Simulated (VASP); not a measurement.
Set up this calculation in VASP 6.6.1, as the native input.

- Task: single point
- Functional: r2SCAN
- Potentials or basis: VASP PAW PBE potentials, release 64 (Ga_d, As, In_d)
- Cutoff: 520 eV
- k mesh: 6 × 6 × 6
- Occupations: fermi-dirac, width 0.02 eV
- Spin: no spin polarisation
- Dipole correction: no
- Further INCAR settings: ALGO = Normal; EDIFF = 1e-06; NBANDS = 46

The system is In3GaAs4.

```xyz
8
Lattice="-3.0586 3.0586 6.1079 3.0586 -3.0586 6.1079 3.0586 3.0586 -6.1079" Properties=species:S:1:pos:R:3 pbc="T T T"
Ga    0.0000    0.0000    0.0000
As    1.4503    1.4503    1.4649
As    1.6083   -1.6083    4.6430
As    1.6083    1.6083    7.5729
As   -1.6083    1.6083    4.6430
In    0.0000    3.0586    3.0540
In    0.0000    0.0000    6.1079
In    3.0586    0.0000    3.0540
```

The input as run:

POSCAR

```
In3GaAs4
1.0
   -3.0586160474      3.0586160474      6.1079442329
    3.0586160474     -3.0586160474      6.1079442329
    3.0586160474      3.0586160474     -6.1079442329
Ga As In
1 4 3
Direct
    0.0000000000      0.0000000000      0.0000000000
    0.3570080130      0.3570080130      0.4741751742
    0.1171671612      0.6429919870      0.0000000000
    0.8828328388      0.8828328388      0.5258248258
    0.6429919870      0.1171671612      0.0000000000
    0.7500000000      0.2500000000      0.5000000000
    0.5000000000      0.5000000000      0.0000000000
    0.2500000000      0.7500000000      0.5000000000
```

INCAR.step1

```
SYSTEM = In3GaAs4
  PREC = Accurate
  ENCUT = 520
  ISMEAR = -1
  SIGMA = 0.02
  LREAL = .FALSE.
  LASPH = .TRUE.
  NELM = 60
  NBANDS = 46
  GGA = PE
  ALGO = Normal
  EDIFF = 1E-4
  LWAVE = .TRUE.
  LCHARG = .FALSE.
```

INCAR.step2

```
SYSTEM = In3GaAs4
  PREC = Accurate
  ENCUT = 520
  EDIFF = 1E-6
  ISMEAR = -1
  SIGMA = 0.02
  LREAL = .FALSE.
  LASPH = .TRUE.
  NELM = 60
  ALGO = Normal
  ISIF = 2
  LWAVE = .FALSE.
  LCHARG = .TRUE.
  METAGGA = R2SCAN
  LMIXTAU = .TRUE.
  LELF = .TRUE.
  LVHAR = .TRUE.
  NBANDS = 46
  ISTART = 1
```

KPOINTS

```
regular mesh
0
G
  6 6 6
  0 0 0
```

Potentials or basis: VASP PAW PBE potentials, release 64 (Ga_d, As, In_d).

Launch:

```sh
$ cat potpaw_PBE.64/Ga_d/POTCAR potpaw_PBE.64/As/POTCAR potpaw_PBE.64/In_d/POTCAR > POTCAR
$ cp INCAR.step1 INCAR
$ mpirun -np 1 vasp_std > vasp.out
$ cp INCAR.step2 INCAR
$ mpirun -np 1 vasp_std > vasp.out
```

Results of the run:

| Property | Result |
| --- | --- |
| Pressure | -3.1 GPa |
| Largest force | 0.031 eV/Å |
| Band gap on the k mesh | zero (filled and empty bands touch) |

Caveat: the cell stands under tension; semilocal functionals underestimate gaps, so a narrow gap can read as zero; the PAW data sets were made with another functional, which shifts forces and pressure a little; spin-orbit coupling is left out, which moves the levels of the heavy elements.

It took 15 min on 1 thread of Intel(R) Xeon(R) Platinum 8488C (Sapphire Rapids), on a shared host, peak memory 0.65 GiB.
